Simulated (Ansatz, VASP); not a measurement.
# One calculation of NaI, two programs

File INCAR:

```
SYSTEM = NaI
ALGO     = Normal         ! electronic algorithm
EDIFF    = 1E-6           ! SCF threshold, eV
EDIFFG   = -0.005         ! ionic threshold
ENCUT    = 600            ! plane-wave cutoff, eV
IBRION   = 2              ! ionic algorithm
ISIF     = 3              ! what is computed and relaxed
ISMEAR   = 0              ! smearing method
LASPH    = .True.         ! aspherical terms in the spheres
LCHARG   = .False.        ! write CHGCAR
LREAL    = .False.        ! projectors in reciprocal space
LWAVE    = .False.        ! write WAVECAR
NELM     = 60             ! most SCF steps
NSW      = 100            ! ionic steps
PREC     = Accurate       ! precision mode
SIGMA    = 0.02           ! smearing width, eV
```

The input KPOINTS:

```
k-points
0
Gamma
  6 6 6
  0 0 0
```

POSCAR

```
NaI
1.0
    0.0000000000      3.1312689560      3.1312689560
    3.1312689560      0.0000000000      3.1312689560
    3.1312689560      3.1312689560      0.0000000000
Na I
1 1
Direct
    0.0000000000      0.0000000000      0.0000000000
    0.5000000000      0.5000000000      0.5000000000
```

Input for Ansatz:

```yaml
crystal:
  lattice:
    - [0.0, 3.131268956, 3.131268956]
    - [3.131268956, 0.0, 3.131268956]
    - [3.131268956, 3.131268956, 0.0]
  atoms:
    - { symbol: Na, position: [0.0, 0.0, 0.0] }
    - { symbol: I, position: [0.5, 0.5, 0.5] }
basis:
  ecutwfc: 420
kpoints:
  mp_grid: { grid: [6, 6, 6] }
hamiltonian:
  xc: lda
scf:
  occupations: { method: gaussian, width: 0.02 }
output:
  forces: true
  stress: true
  eigenvalues: true
  write_density: true
  write_potential: true
  elf: true
  volumetric_format: npy
relax:
  adjacent_minimum: "off"
  f_tol: 0.005
  max_steps: 80
  cell: { stress_tol: 0.05 }
```

Alike in both runs: task relaxation of cell and atoms; functional LDA; k mesh 6 × 6 × 6; occupations gaussian, width 0.02 eV; no spin polarisation.

|  | VASP | Ansatz |
| --- | --- | --- |
| version | VASP 6.6.1 | Ansatz 0.2.0 |
| potentials or method | VASP PAW LDA potentials, release 64 (Na_pv, I), cutoff 600 eV | scalar-relativistic, plane waves, PAW |
| valence electrons in the cell | 14 | 26 |

```tsv
	VASP	Ansatz	Ansatz less VASP
gap on the k mesh at the Fermi level, each at its own relaxed structure (eV)	3.63	3.62	-0.015
relaxed volume (Å³/atom)	30.70	30.70	0.000
relaxed cell length with the largest relative difference (Å)	4.428	4.428	0.0000
```

LDA's correlation is that of Perdew and Zunger in VASP and of Perdew and Wang (1992) in Ansatz. VASP's potentials hold 14 valence electrons a cell and Ansatz's 26, so a difference there can come from the potentials and not from the codes.

Spin-orbit coupling is off throughout. Noted on VASP's run: the relaxation stopped at its first step, so nothing moved.
